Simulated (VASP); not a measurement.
Here is a VASP 6.6.1 calculation.

Contents of POSCAR:

```
SiO2
1.0
    4.9727000000      0.0000000000      0.0000000000
    0.0000000000      4.9727000000      0.0000000000
    0.0000000000      0.0000000000      6.9257000000
Si O
4 8
Direct
    0.3054898824      0.3054898824      0.0000000000
    0.1945101176      0.8054898824      0.2500000000
    0.6945101176      0.6945101176      0.5000000000
    0.8054898824      0.1945101176      0.7500000000
    0.2364502689      0.1166507237      0.1851608675
    0.3833492763      0.7364502689      0.4351608675
    0.7635497311      0.8833492763      0.6851608675
    0.6166507237      0.2635497311      0.9351608675
    0.7364502689      0.3833492763      0.5648391325
    0.8833492763      0.7635497311      0.3148391325
    0.2635497311      0.6166507237      0.0648391325
    0.1166507237      0.2364502689      0.8148391325
```

File INCAR.step1:

```
SYSTEM = SiO2
ALGO     = Normal         ! electronic algorithm
EDIFF    = 1E-4           ! SCF threshold, eV
ENCUT    = 520            ! plane-wave cutoff, eV
GGA      = PE             ! functional
ISMEAR   = -1             ! smearing method
LASPH    = .TRUE.         ! aspherical terms in the spheres
LCHARG   = .FALSE.        ! write CHGCAR
LREAL    = .FALSE.        ! projectors in reciprocal space
LWAVE    = .TRUE.         ! write WAVECAR
NBANDS   = 44             ! bands
NELM     = 80             ! most SCF steps
PREC     = Accurate       ! precision mode
SIGMA    = 0.02           ! smearing width, eV
```

The input INCAR.step2:

```
SYSTEM = SiO2
ALGO     = Normal         ! electronic algorithm
EDIFF    = 1E-8           ! SCF threshold, eV
ENCUT    = 520            ! plane-wave cutoff, eV
ISIF     = 2              ! what is computed and relaxed
ISMEAR   = -1             ! smearing method
ISTART   = 1            
LASPH    = .TRUE.         ! aspherical terms in the spheres
LCHARG   = .FALSE.        ! write CHGCAR
LEFG     = .TRUE.       
LMIXTAU  = .TRUE.       
LREAL    = .FALSE.        ! projectors in reciprocal space
LWAVE    = .FALSE.        ! write WAVECAR
METAGGA  = R2SCAN         ! meta-GGA
NBANDS   = 44             ! bands
NELM     = 80             ! most SCF steps
PREC     = Accurate       ! precision mode
SIGMA    = 0.02           ! smearing width, eV
```

File KPOINTS:

```
k-points
0
G
  6 6 5
  0 0 0
```

Potentials or basis: VASP PAW PBE potentials, release 64 (Si, O).

Command:

```console
$ cat potpaw_PBE.64/Si/POTCAR potpaw_PBE.64/O/POTCAR > POTCAR
$ cp INCAR.step1 INCAR
$ mpirun -np 1 vasp_std > vasp.out
$ cp INCAR.step2 INCAR
$ mpirun -np 1 vasp_std > vasp.out
```

(1) Estimate the band gap on the k mesh.

(2) What does it give for the pressure?

(3) What does it give for the largest force?

## Answers

(1) 6.26 eV.

(2) -3.3 GPa.

(3) 0.291 eV/Å.

Caveat: the cell stands under tension; without QUAD_EFG the Cq values of the log hold for a quadrupole moment of 1 mb, not for the nuclei; the PAW data sets were made with another functional, which shifts forces and pressure a little.
